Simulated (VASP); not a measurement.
# HfO2 (e600) (Fm-3m) in VASP: single point with PBEsol

Aim: the single point of HfO2 (e600) with PBEsol.

Everything below comes from runs of VASP 6.6.1. Logs are shortened: lines on timing, memory, paths and dates and some standing lists are left out, and cuts for length are marked.

## (1) The cell of the first run

The structure is cubic, space group Fm-3m (No. 225). Conventional cell: a = 5.045 Å, b = 5.045 Å, c = 5.045 Å, α = 90.00°, β = 90.00°, γ = 90.00°. Within 2.9 Å of Hf (site symmetry m-3m) lie 8 O at 2.18 Å. Within 2.9 Å of O (site symmetry -43m) lie 4 Hf at 2.18 Å and 6 O at 2.52 Å.

## (2) Single point, PBEsol

Input file INCAR:

```
SYSTEM = HfO2
PREC = Accurate ; ENCUT = 600
EDIFF = 1E-6 ; ISMEAR = 0
SIGMA = 0.02 ; LREAL = .FALSE.
LASPH = .TRUE. ; NELM = 120
ALGO = Normal ; ISIF = 2
LWAVE = .FALSE. ; LCHARG = .FALSE.
GGA = PS ; NBANDS = 18
GGA_COMPAT = .FALSE.
```

Input file KPOINTS:

```
regular mesh
0
G
  8 8 8
  0 0 0
```

Input file POSCAR:

```
HfO2
1.0
    0.0000000000      2.5222551871      2.5222551871
    2.5222551871      0.0000000000      2.5222551871
    2.5222551871      2.5222551871      0.0000000000
Hf O
1 2
Direct
    0.0000000000      0.0000000000      0.0000000000
    0.7500000000      0.7500000000      0.7500000000
    0.2500000000      0.2500000000      0.2500000000
```

Potentials or basis: VASP PAW PBE potentials, release 64 (Hf_pv, O).

Command:

```bash
$ cat potpaw_PBE.64/Hf_pv/POTCAR potpaw_PBE.64/O/POTCAR > POTCAR
$ mpirun -np 1 vasp_std > vasp.out
```

OUTCAR:

```text
SYSTEM = HfO2
   PREC = Accurate
   ENCUT = 600
   EDIFF = 1E-6
   ISMEAR = 0
   LREAL = .FALSE.
   LASPH = .TRUE.
   NELM = 120
   ISIF = 2
   GGA = PS

 ion  position               nearest neighbor table
   1  0.000  0.000  0.000-   2 2.18   2 2.18   2 2.18   2 2.18   3 2.18   3 2.18   3 2.18   3 2.18

   2  0.750  0.750  0.750-   1 2.18   1 2.18   1 2.18   1 2.18
   3  0.250  0.250  0.250-   1 2.18   1 2.18   1 2.18   1 2.18

  LATTYP: Found a face centered cubic cell.
 ALAT       =     5.0445103742

  Lattice vectors:

 A1 = (   0.0000000000,   2.5222551871,   2.5222551871)
 A2 = (   2.5222551871,   0.0000000000,   2.5222551871)
 A3 = (   2.5222551871,   2.5222551871,   0.0000000000)

Analysis of symmetry for initial positions (statically):
=====================================================================
 Subroutine PRICEL returns:
 Original cell was already a primitive cell.

 Routine SETGRP: Setting up the symmetry group for a
 face centered cubic supercell.

 Subroutine GETGRP returns: Found 48 space group operations
 (whereof 48 operations were pure point group operations)
 out of a pool of 48 trial point group operations.

The static configuration has the point symmetry O_h .

Analysis of symmetry for dynamics (positions and initial velocities):
=====================================================================
 Subroutine PRICEL returns:
 Original cell was already a primitive cell.

 Routine SETGRP: Setting up the symmetry group for a
 face centered cubic supercell.

 Subroutine GETGRP returns: Found 48 space group operations
 (whereof 48 operations were pure point group operations)
 out of a pool of 48 trial point group operations.

The dynamic configuration has the point symmetry O_h .

 Subroutine INISYM returns: Found 48 space group operations
 (whereof 48 operations are pure point group operations),
 and found     1 'primitive' translations

----------------------------------------------------------------------------------------

                                     Primitive cell

  volume of cell :      32.0920

  direct lattice vectors                    reciprocal lattice vectors
     0.000000000  2.522255187  2.522255187    -0.198235295  0.198235295  0.198235295
     2.522255187  0.000000000  2.522255187     0.198235295 -0.198235295  0.198235295
     2.522255187  2.522255187  0.000000000     0.198235295  0.198235295 -0.198235295

  length of vectors
     3.567007493  3.567007493  3.567007493     0.343353602  0.343353602  0.343353602

  position of ions in fractional coordinates (direct lattice)
     0.000000000  0.000000000  0.000000000
     0.750000000  0.750000000  0.750000000
     0.250000000  0.250000000  0.250000000

  ion indices of the primitive-cell ions
   primitive index   ion index
                 1           1
                 2           2
                 3           3

----------------------------------------------------------------------------------------

 KPOINTS: regular mesh

Automatic generation of k-mesh.
 Grid dimensions read from file:
 generate k-points for:    8    8    8

 Generating k-lattice:

  Cartesian coordinates                     Fractional coordinates (reciprocal lattice)
    -0.024779412  0.024779412  0.024779412     0.125000000  0.000000000  0.000000000
     0.024779412 -0.024779412  0.024779412     0.000000000  0.125000000  0.000000000
     0.024779412  0.024779412 -0.024779412     0.000000000  0.000000000  0.125000000

  Length of vectors
     0.042919200  0.042919200  0.042919200

  Shift w.r.t. Gamma in fractional coordinates (k-lattice)
     0.000000000  0.000000000  0.000000000

 Subroutine IBZKPT returns following result:
 ===========================================

 Found     29 irreducible k-points:

 Following reciprocal coordinates:
            Coordinates               Weight
  0.000000  0.000000  0.000000      1.000000
  0.125000  0.000000  0.000000      8.000000
  0.250000  0.000000  0.000000      8.000000
  0.375000  0.000000  0.000000      8.000000
  0.500000  0.000000  0.000000      4.000000
  0.125000  0.125000  0.000000      6.000000
[... 16 lines left out ...]
  0.500000  0.250000  0.125000     48.000000
 -0.375000  0.250000  0.125000     24.000000
 [... further k-points ...]
   k-points           NKPTS =     29   k-points in BZ     NKDIM =     29   number of bands    NBANDS=     18
   number of dos      NEDOS =    301   number of ions     NIONS =      3
   total plane-waves  NPLWV =  21952
   dimension x,y,z NGX =    28 NGY =   28 NGZ =   28
   dimension x,y,z NGXF=    56 NGYF=   56 NGZF=   56
   ions per type =               1   2
   NGX,Y,Z   is equivalent  to a cutoff of  13.05, 13.05, 13.05 a.u.
   NGXF,Y,Z  is equivalent  to a cutoff of  26.10, 26.10, 26.10 a.u.
 SYSTEM =  HfO2
   PREC   = accura    normal or accurate (medium, high low for compatibility)
   ISTART =      0    job   : 0-new  1-cont  2-samecut
   ICHARG =      2    charge: 1-file 2-atom 10-const
   ISPIN  =      1    spin polarized calculation?
   LNONCOLLINEAR =      F non collinear calculations
   LSORBIT =      F    spin-orbit coupling
   LASPH  =      T    aspherical Exc in radial PAW
   ENCUT  =  600.0 eV  44.10 Ry    6.64 a.u.   7.12  7.12  7.12*2*pi/ulx,y,z
   NELM   =    120;   NELMIN=  2; NELMDL= -5     # of ELM steps
   EDIFF  = 0.1E-05   stopping-criterion for ELM
   LREAL  =      F    real-space projection
   EDIFFG = 0.1E-04   stopping-criterion for IOM
   NSW    =      0    number of steps for IOM
   IBRION =     -1    ionic relax: 0-MD 1-quasi-New 2-CG
   NFREE  =      0    steps in history (QN), initial steepest desc. (CG)
   ISIF   =      2    stress and relaxation
   ISYM   =      2    0-nonsym 1-usesym 2-fastsym
   POTIM  = 0.5000    time-step for ionic-motion
   TEBEG  =    0.0;   TEEND  =   0.0 temperature during run
   PSTRESS=    0.0 pullay stress
   NELECT =      22.0000    total number of electrons
   NUPDOWN=      -1.0000    fix difference up-down
   EMIN   =  10.00;   EMAX   =-10.00  energy-range for DOS
   EFERMI =   0.00;   METHOD = LEGACY
   ISMEAR =     0;   SIGMA  =   0.02  broadening in eV -4-tet -1-fermi 0-gaus
   EFERMI_NEDOS =   21; number of points for ismear=-14 and -15
   IALGO  =     38    algorithm
   IMIX   =      4    mixing-type and parameters
     AMIX     =   0.40;   BMIX     =  1.00
     AMIX_MAG =   1.60;   BMIX_MAG =  1.00
  volume/ion in A,a.u.               =      10.70        72.19
  Fermi-wavevector in a.u.,A,eV,Ry     =   1.443500  2.727819 28.350343  2.083691
  Thomas-Fermi vector in A             =   2.561900
   LORBIT       =      0    0 simple, 1 ext, 2 COOP (PROOUT), +10 PAW based schemes
   GGA     = PS    functional components
   LHFCALC =     F    Hartree Fock is set to
   AEXX    =    0.0000 exact exchange contribution
   IVDW    =     0    specifies the selected vdW correction
   LEPSILON=     F    determine dielectric tensor
   LRPA    =     F    only Hartree local field effects (RPA)
 non-spin polarized calculation
 Gauss-broadening in eV      SIGMA  =   0.02
  energy-cutoff  :      600.00
  volume of cell :       32.09
 maximum number of plane-waves:      1090
   NGX = 15   NGY = 15   NGZ = 15

 number of electron      21.9999993 magnetization

 Free energy of the ion-electron system (eV)
  ---------------------------------------------------
  ext. energy  EPLUGINS =         0.00000000
  ---------------------------------------------------
  free energy    TOTEN  =       -31.63686316 eV

  energy without entropy =      -31.63686316  energy(sigma->0) =      -31.63686316

 E-fermi :   4.4287     XC(G=0): -12.1855

 val. band max:        4.2597761151   @ k =   0.5000   0.5000   0.0000
 cond. band min:       7.9710375520   @ k =   0.5000   0.5000   0.0000
 fundamental gap:      3.7112614369
 Fermi energy:         4.4286536527

 k-point     1 :       0.0000    0.0000    0.0000
  band No.  band energies     occupation
      1     -25.2966      2.00000
      2     -25.2966      2.00000
      3     -25.2966      2.00000
      4     -14.5232      2.00000
      5     -11.3473      2.00000
      6      -1.2354      2.00000
[... 10 lines left out ...]
     17      14.8699      0.00000
     18      17.9365      0.00000

 k-point     2 :       0.1250    0.0000    0.0000
  band No.  band energies     occupation
      1     -25.3709      2.00000
      2     -25.3046      2.00000
      3     -25.3046      2.00000
      4     -14.3029      2.00000
      5     -11.5280      2.00000
      6      -1.0808      2.00000
[... 10 lines left out ...]
     17      14.5879      0.00000
     18      17.7732      0.00000

 k-point     3 :       0.2500    0.0000    0.0000
  band No.  band energies     occupation
      1     -25.5426      2.00000
      2     -25.3239      2.00000
      3     -25.3239      2.00000
      4     -13.7842      2.00000
      5     -11.8866      2.00000
      6      -0.7001      2.00000
[... 10 lines left out ...]
     17      14.0911      0.00000
     18      16.9007      0.00000

 k-point     4 :       0.3750    0.0000    0.0000
  band No.  band energies     occupation
      1     -25.7047      2.00000
      2     -25.3431      2.00000
      3     -25.3431      2.00000
      4     -13.3505      2.00000
      5     -12.0758      2.00000
      6      -0.3254      2.00000
[... 375 lines left out ...]
      4     -13.3349      2.00000
      5     -12.1573      2.00000
      6      -0.6976      2.00000
[... 10 lines left out ...]
     17      14.1798      0.00000
     18      17.4739      0.00000

 k-point    23 :       0.5000    0.2500    0.1250
  band No.  band energies     occupation
      1     -25.6738      2.00000
      2     -25.4628      2.00000
      3     -25.3705      2.00000
      4     -12.9364      2.00000
      5     -12.3050      2.00000
      6      -0.7105      2.00000
[... 10 lines left out ...]
     17      15.0201      0.00000
     18      17.3547      0.00000

 k-point    24 :      -0.3750    0.2500    0.1250
  band No.  band energies     occupation
      1     -25.7048      2.00000
      2     -25.4870      2.00000
      3     -25.3813      2.00000
      4     -12.8570      2.00000
      5     -12.2618      2.00000
      6      -0.7156      2.00000
[... 10 lines left out ...]
     17      15.1648      0.00000
     18      17.3780      0.00000

 [... further k-points ...]
[... 5 lines left out ...]
  --------------------------------------------------------------------------------------
  -------------------------------------------------------------------------------------
  Total       -0.8086130     -0.8086130     -0.8086130      0.0000000     -0.0000000      0.0000000
  in kB      -40.3695825    -40.3695825    -40.3695825      0.0000000     -0.0000000      0.0000000
  external PRESSURE =     -40.3695825 kB  Pullay stress =       0.0000000 kB

 VOLUME and BASIS-vectors are now :
 -----------------------------------------------------------------------------
  energy-cutoff  :      600.00
  volume of cell :       32.09
      direct lattice vectors                 reciprocal lattice vectors
     0.000000000  2.522255187  2.522255187    -0.198235295  0.198235295  0.198235295
     2.522255187  0.000000000  2.522255187     0.198235295 -0.198235295  0.198235295
     2.522255187  2.522255187  0.000000000     0.198235295  0.198235295 -0.198235295

 POSITION                                       TOTAL-FORCE (eV/Angst)
 -----------------------------------------------------------------------------------
      0.00000      0.00000      0.00000        -0.000000     -0.000000     -0.000000
      3.78338      3.78338      3.78338         0.000000      0.000000      0.000000
      1.26113      1.26113      1.26113        -0.000000     -0.000000     -0.000000
 -----------------------------------------------------------------------------------
    total drift:                                0.000000      0.000000      0.000000

  FREE ENERGIE OF THE ION-ELECTRON SYSTEM (eV)
  ---------------------------------------------------
  free  energy   TOTEN  =       -31.6368631561 eV

  energy  without entropy=      -31.6368631561  energy(sigma->0) =      -31.63686316
```

Run time: 16 s. Hardware: 1 thread of Intel Xeon 6975P-C, shared host; peak memory 0.17 GiB.

What came out:

| Property | Result |
| --- | --- |
| Free energy | -31.6369 eV |
| Pressure | -4.0 GPa |
| Band gap on the k mesh | 3.71 eV, direct |

Levels at points of the mesh, in eV from the valence-band top:
| k point | band 7 | band 8 | band 9 | band 10 | band 11 | band 12 | band 13 | band 14 | band 15 | band 16 |
| --- | --- | --- | --- | --- | --- | --- | --- | --- | --- | --- |
| (0.00, 0.00, 0.00) | -5.50 | -5.50 | -0.62 | -0.62 | -0.62 | 3.82 | 3.82 | 5.77 | 10.61 | 10.61 |
| (0.50, 0.00, 0.00) | -4.44 | -3.11 | -2.81 | -1.87 | -1.87 | 4.58 | 4.58 | 7.10 | 8.89 | 9.53 |
| (0.50, 0.50, 0.00) | -3.54 | -3.54 | -1.57 | -1.57 | 0.00 | 3.71 | 5.51 | 6.73 | 8.27 | 8.27 |

Caveat: the PAW data sets were made with another functional, which shifts forces and pressure a little; spin-orbit coupling is left out, which moves the levels of the heavy elements. A k mesh can miss the band edges.
